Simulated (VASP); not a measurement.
Li, 2 atoms in the cell. Symmetry: P6_3/mmc, No. 194, hexagonal system. The conventional cell has a = 2.584 Å, b = 2.584 Å, c = 4.241 Å, α = 90.00°, β = 90.00°, γ = 120.00°. Li (site symmetry -6m2) has 12 Li at 2.58 to 2.59 Å within 3.4 Å. 

```yaml
Program: VASP 6.6.1
Task: single point
Functional: PBE
Potentials_or_basis: VASP PAW PBE potentials, release 64 (Li_sv)
Cutoff: 520 eV
k_mesh: 17 × 17 × 9
Occupations: fermi-dirac, width 0.08 eV
Spin: no spin polarisation
Dipole_correction: no
Further_INCAR_settings: ALGO = Normal; EDIFF = 1e-06; NBANDS = 10
```

Potentials or basis: VASP PAW PBE potentials, release 64 (Li_sv).

The run is started by

```console
$ cat potpaw_PBE.64/Li_sv/POTCAR > POTCAR
$ mpirun -np 1 vasp_std > vasp.out
```

Hardware: 1 thread of Intel Xeon 8259CL, with other jobs on the host.

Q: Estimate the wall time of this run.

A: Run time: 44 s on 1 thread of Intel Xeon 8259CL, on a shared host, peak memory 0.15 GiB. Counts: scf iterations 11, k points 165.
